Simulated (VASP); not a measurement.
# SnSe2 in VASP: further runs

SnSe2 is run at these levels: PBE; tasks: single point.

Program: VASP 6.6.1. These are calculated values, not measurements. Logs are shortened: lines on timing, memory, paths and dates and some standing lists are left out, and cuts for length are marked.

### 1 The cell of the first run

Symmetry: P3m1, No. 156, trigonal system. The conventional cell has a = 3.811 Å, b = 3.811 Å, c = 6.136 Å, α = 90.00°, β = 90.00°, γ = 120.00°. Sn (site symmetry 3m) has 6 Se at 2.67 to 2.68 Å within 3.5 Å. Se (site symmetry 3m) has 3 Sn at 2.68 Å within 3.5 Å. Within 3.5 Å of Se (site symmetry 3m) lie 3 Sn at 2.67 Å.

### 2 Single point, PBE

INCAR reads:

```
SYSTEM = SnSe2
PREC = Accurate
ENCUT = 520
EDIFF = 1E-6
ISMEAR = 0
SIGMA = 0.05
LREAL = .False.
LASPH = .True.
NELM = 60
ALGO = Normal
ISIF = 2
LWAVE = .False.
LCHARG = .False.
GGA = PE
NBANDS = 20
```

KPOINTS reads:

```
Automatic mesh
0
Gamma
  10 10 6
  0 0 0
```

POSCAR reads:

```
SnSe2
1.0
    3.8110000000      0.0000000000      0.0000000000
   -1.9055000000      3.3004228138      0.0000000000
    0.0000000000      0.0000000000      6.1360000000
Sn Se
1 2
Direct
    0.0000000000      0.0000000000      0.0016297262
    0.6666666667      0.3333333333      0.7510000000
    0.3333333333      0.6666666667      0.2490000000
```

Potentials or basis: VASP PAW PBE potentials, release 64 (Sn_d, Se).

Command:

```sh
cat potpaw_PBE.64/Sn_d/POTCAR potpaw_PBE.64/Se/POTCAR > POTCAR
mpirun -np 1 vasp_std > vasp.out
```

OUTCAR:

```text
SYSTEM = SnSe2
   PREC = Accurate
   ENCUT = 520
   EDIFF = 1E-6
   ISMEAR = 0
   LREAL = .False.
   LASPH = .True.
   NELM = 60
   ISIF = 2
   GGA = PE

 ion  position               nearest neighbor table
   1  0.000  0.000  0.002-   3 2.67   3 2.67   3 2.67   2 2.68   2 2.68   2 2.68
   2  0.667  0.333  0.751-   1 2.68   1 2.68   1 2.68
   3  0.333  0.667  0.249-   1 2.67   1 2.67   1 2.67

  LATTYP: Found a hexagonal cell.
 ALAT       =     3.8110000000
 C/A-ratio  =     1.6100760955

  Lattice vectors:

 A1 = (   3.8110000000,   0.0000000000,   0.0000000000)
 A2 = (  -1.9055000000,   3.3004228138,   0.0000000000)
 A3 = (   0.0000000000,   0.0000000000,   6.1360000000)

Analysis of symmetry for initial positions (statically):
=====================================================================
 Subroutine PRICEL returns:
 Original cell was already a primitive cell.

 Routine SETGRP: Setting up the symmetry group for a
 hexagonal supercell.

 Subroutine GETGRP returns: Found  6 space group operations
 (whereof  6 operations were pure point group operations)
 out of a pool of 24 trial point group operations.

The static configuration has the point symmetry C_3v.

Analysis of symmetry for dynamics (positions and initial velocities):
=====================================================================
 Subroutine PRICEL returns:
 Original cell was already a primitive cell.

 Routine SETGRP: Setting up the symmetry group for a
 hexagonal supercell.

 Subroutine GETGRP returns: Found  6 space group operations
 (whereof  6 operations were pure point group operations)
 out of a pool of 24 trial point group operations.

The dynamic configuration has the point symmetry C_3v.

 Subroutine INISYM returns: Found  6 space group operations
 (whereof  6 operations are pure point group operations),
 and found     1 'primitive' translations

----------------------------------------------------------------------------------------

                                     Primitive cell

  volume of cell :      77.1781

  direct lattice vectors                    reciprocal lattice vectors
     3.811000000  0.000000000  0.000000000     0.262398321  0.151495741  0.000000000
    -1.905500000  3.300422814  0.000000000     0.000000000  0.302991482  0.000000000
     0.000000000  0.000000000  6.136000000     0.000000000  0.000000000  0.162972621

  length of vectors
     3.811000000  3.811000000  6.136000000     0.302991482  0.302991482  0.162972621

  position of ions in fractional coordinates (direct lattice)
     0.000000000  0.000000000  0.001629726
     0.666666667  0.333333333  0.751000000
     0.333333333  0.666666667  0.249000000

  ion indices of the primitive-cell ions
   primitive index   ion index
                 1           1
                 2           2
                 3           3

----------------------------------------------------------------------------------------

 KPOINTS: Automatic mesh

Automatic generation of k-mesh.
 Grid dimensions read from file:
 generate k-points for:   10   10    6

 Generating k-lattice:

  Cartesian coordinates                     Fractional coordinates (reciprocal lattice)
     0.026239832  0.015149574  0.000000000     0.100000000  0.000000000  0.000000000
     0.000000000  0.030299148  0.000000000     0.000000000  0.100000000  0.000000000
     0.000000000  0.000000000  0.027162103     0.000000000  0.000000000  0.166666667

  Length of vectors
     0.030299148  0.030299148  0.027162103

  Shift w.r.t. Gamma in fractional coordinates (k-lattice)
     0.000000000  0.000000000  0.000000000

 Subroutine IBZKPT returns following result:
 ===========================================

 Found     72 irreducible k-points:

 Following reciprocal coordinates:
            Coordinates               Weight
  0.000000  0.000000  0.000000      1.000000
  0.100000 -0.000000  0.000000      6.000000
  0.200000 -0.000000  0.000000      6.000000
  0.300000  0.000000  0.000000      6.000000
  0.400000 -0.000000  0.000000      6.000000
  0.500000 -0.000000  0.000000      3.000000
[... 16 lines left out ...]
  0.000000  0.400000  0.166667      6.000000
  0.500000 -0.000000  0.166667      6.000000
 [... further k-points ...]
   k-points           NKPTS =     72   k-points in BZ     NKDIM =     72   number of bands    NBANDS=     20
   number of dos      NEDOS =    301   number of ions     NIONS =      3
   total plane-waves  NPLWV =  37632
   dimension x,y,z NGX =    28 NGY =   28 NGZ =   48
   dimension x,y,z NGXF=    56 NGYF=   56 NGZF=   96
   ions per type =               1   2
   NGX,Y,Z   is equivalent  to a cutoff of  12.21, 12.21, 13.00 a.u.
   NGXF,Y,Z  is equivalent  to a cutoff of  24.43, 24.43, 26.01 a.u.
 SYSTEM =  SnSe2
   PREC   = accura    normal or accurate (medium, high low for compatibility)
   ISTART =      0    job   : 0-new  1-cont  2-samecut
   ICHARG =      2    charge: 1-file 2-atom 10-const
   ISPIN  =      1    spin polarized calculation?
   LNONCOLLINEAR =      F non collinear calculations
   LSORBIT =      F    spin-orbit coupling
   LASPH  =      T    aspherical Exc in radial PAW
   ENCUT  =  520.0 eV  38.22 Ry    6.18 a.u.   7.09  7.09 11.41*2*pi/ulx,y,z
   NELM   =     60;   NELMIN=  2; NELMDL= -5     # of ELM steps
   EDIFF  = 0.1E-05   stopping-criterion for ELM
   LREAL  =      F    real-space projection
[... 7 lines left out ...]
   TEBEG  =    0.0;   TEEND  =   0.0 temperature during run
   PSTRESS=    0.0 pullay stress
   NELECT =      26.0000    total number of electrons
   NUPDOWN=      -1.0000    fix difference up-down
   EMIN   =  10.00;   EMAX   =-10.00  energy-range for DOS
   EFERMI =   0.00;   METHOD = LEGACY
   ISMEAR =     0;   SIGMA  =   0.05  broadening in eV -4-tet -1-fermi 0-gaus
   EFERMI_NEDOS =   21; number of points for ismear=-14 and -15
   IALGO  =     38    algorithm
   IMIX   =      4    mixing-type and parameters
     AMIX     =   0.40;   BMIX     =  1.00
     AMIX_MAG =   1.60;   BMIX_MAG =  1.00
  volume/ion in A,a.u.               =      25.73       173.61
  Fermi-wavevector in a.u.,A,eV,Ry     =   1.139116  2.152617 17.654722  1.297585
  Thomas-Fermi vector in A             =   2.275820
   LORBIT       =      0    0 simple, 1 ext, 2 COOP (PROOUT), +10 PAW based schemes
   GGA     = PE    functional components
   LHFCALC =     F    Hartree Fock is set to
   AEXX    =    0.0000 exact exchange contribution
   IVDW    =     0    specifies the selected vdW correction
   LEPSILON=     F    determine dielectric tensor
   LRPA    =     F    only Hartree local field effects (RPA)
 non-spin polarized calculation
 Gauss-broadening in eV      SIGMA  =   0.05
  energy-cutoff  :      520.00
  volume of cell :       77.18
 maximum number of plane-waves:      2097
   NGX = 15   NGY = 15   NGZ = 23

 number of electron      26.0000005 magnetization

 Free energy of the ion-electron system (eV)
  ---------------------------------------------------
  ext. energy  EPLUGINS =         0.00000000
  ---------------------------------------------------
  free energy    TOTEN  =       -11.74687850 eV

  energy without entropy =      -11.74687850  energy(sigma->0) =      -11.74687850

 E-fermi :   4.4220     XC(G=0):  -9.4551

 val. band max:        4.2017180155   @ k =   0.1000   0.1000   0.0000
 cond. band min:       4.9354260601   @ k =   0.5000  -0.0000   0.3333
 fundamental gap:      0.7337080446
 Fermi energy:         4.4219689341

 k-point     1 :       0.0000    0.0000    0.0000
  band No.  band energies     occupation
      1     -17.0967      2.00000
      2     -17.0967      2.00000
      3     -17.0576      2.00000
      4     -17.0426      2.00000
      5     -17.0426      2.00000
      6      -9.8306      2.00000
[... 12 lines left out ...]
     19      13.1111      0.00000
     20      13.1111      0.00000

 k-point     2 :       0.1000   -0.0000    0.0000
  band No.  band energies     occupation
      1     -17.1018      2.00000
      2     -17.0932      2.00000
      3     -17.0547      2.00000
      4     -17.0448      2.00000
      5     -17.0418      2.00000
      6      -9.7301      2.00000
[... 12 lines left out ...]
     19      12.6226      0.00000
     20      13.2310      0.00000

 k-point     3 :       0.2000   -0.0000    0.0000
  band No.  band energies     occupation
      1     -17.1164      2.00000
      2     -17.0856      2.00000
      3     -17.0529      2.00000
      4     -17.0436      2.00000
      5     -17.0383      2.00000
      6      -9.4374      2.00000
[... 12 lines left out ...]
     19      12.3109      0.00000
     20      13.4924      0.00000

 k-point     4 :       0.3000    0.0000    0.0000
  band No.  band energies     occupation
      1     -17.1357      2.00000
      2     -17.0797      2.00000
      3     -17.0588      2.00000
      4     -17.0328      2.00000
      5     -17.0304      2.00000
      6      -8.9876      2.00000
[... 12 lines left out ...]
     19      12.7590      0.00000
     20      13.8572      0.00000

 k-point     5 :       0.4000   -0.0000    0.0000
  band No.  band energies     occupation
      1     -17.1517      2.00000
      2     -17.0775      2.00000
      3     -17.0636      2.00000
      4     -17.0235      2.00000
      5     -17.0213      2.00000
      6      -8.4731      2.00000
[... 12 lines left out ...]
     19      13.7492      0.00000
     20      14.4022      0.00000
[... 353 lines left out ...]
      6      -8.9543      2.00000
[... 12 lines left out ...]
     19      12.4850      0.00000
     20      13.0960      0.00000

 k-point    22 :       0.4000   -0.0000    0.1667
  band No.  band energies     occupation
      1     -17.1518      2.00000
      2     -17.0775      2.00000
      3     -17.0636      2.00000
      4     -17.0235      2.00000
      5     -17.0213      2.00000
      6      -8.4458      2.00000
[... 12 lines left out ...]
     19      14.0636      0.00000
     20      15.1255      0.00000

 k-point    23 :       0.0000    0.4000    0.1667
  band No.  band energies     occupation
      1     -17.1518      2.00000
      2     -17.0775      2.00000
      3     -17.0636      2.00000
      4     -17.0235      2.00000
      5     -17.0213      2.00000
      6      -8.4465      2.00000
[... 12 lines left out ...]
     19      13.0785      0.00000
     20      14.2910      0.00000

 k-point    24 :       0.5000   -0.0000    0.1667
  band No.  band energies     occupation
      1     -17.1579      2.00000
      2     -17.0772      2.00000
      3     -17.0654      2.00000
      4     -17.0199      2.00000
      5     -17.0173      2.00000
      6      -8.1482      2.00000
[... 12 lines left out ...]
     19      13.8176      0.00000
     20      15.1803      0.00000

 [... further k-points ...]

------------------------ aborting loop because EDIFF is reached ----------------------------------------

  FORCE on cell =-STRESS in cart. coord.  units (eV):
  Direction    XX          YY          ZZ          XY          YZ          ZX
  --------------------------------------------------------------------------------------
  -------------------------------------------------------------------------------------
  Total        2.4663329      2.4663329      3.1980392     -0.0000000     -0.0000000      0.0000000
  in kB       51.1998148     51.1998148     66.3896667     -0.0000000     -0.0000000      0.0000000
  external PRESSURE =      56.2630988 kB  Pullay stress =       0.0000000 kB

 VOLUME and BASIS-vectors are now :
 -----------------------------------------------------------------------------
  energy-cutoff  :      520.00
  volume of cell :       77.18
      direct lattice vectors                 reciprocal lattice vectors
     3.811000000  0.000000000  0.000000000     0.262398321  0.151495741  0.000000000
    -1.905500000  3.300422814  0.000000000     0.000000000  0.302991482  0.000000000
     0.000000000  0.000000000  6.136000000     0.000000000  0.000000000  0.162972621

 POSITION                                       TOTAL-FORCE (eV/Angst)
 -----------------------------------------------------------------------------------
      0.00000      0.00000      0.01000         0.000000     -0.000000     -0.164514
      1.90550      1.10014      4.60814        -0.000000      0.000000     -0.723574
     -0.00000      2.20028      1.52786        -0.000000      0.000000      0.888088
 -----------------------------------------------------------------------------------
    total drift:                               -0.000000     -0.000000     -0.000276

  FREE ENERGIE OF THE ION-ELECTRON SYSTEM (eV)
  ---------------------------------------------------
  free  energy   TOTEN  =       -11.7468785008 eV

  energy  without entropy=      -11.7468785008  energy(sigma->0) =      -11.74687850
```

Wall time 1.9 min (1 thread of Intel Xeon Platinum 8259CL at 2.50GHz (Skylake/Cascade Lake), shared host); peak memory 0.25 GiB.

What came out:

```yaml
Free_energy: -11.7469 eV
Pressure: 5.6 GPa
Largest_force: 0.888 eV/Å
Band_gap_on_the_k_mesh: 0.73 eV (least direct gap 1.09 eV)
```

Forces on the atoms (eV/Å):
```
Sn   0.000  0.000 -0.165
Se   0.000  0.000 -0.724
Se   0.000  0.000  0.888
```

Levels at points of the mesh, in eV from the valence-band top:
| k point | band 11 | band 12 | band 13 | band 14 | band 15 | band 16 |
| --- | --- | --- | --- | --- | --- | --- |
| (0.00, 0.00, 0.00) | -0.42 | -0.42 | -0.03 | 1.06 | 2.91 | 4.61 |
| (0.50, 0.00, 0.00) | -2.71 | -1.23 | -0.34 | 1.12 | 3.76 | 5.42 |
| (0.00, 0.00, 0.50) | -0.82 | -0.27 | -0.27 | 2.41 | 2.89 | 4.34 |
| (0.50, 0.00, 0.50) | -2.02 | -0.87 | -0.73 | 0.84 | 4.23 | 4.82 |

Caveat: the cell stands under pressure; spin-orbit coupling is left out, which moves the levels of the heavy elements; this functional lacks dispersion, which binds the layers, so the pressure and a relaxed spacing across them are unreliable. A k mesh can miss the band edges.

(Part 1 of 2 ends here.)
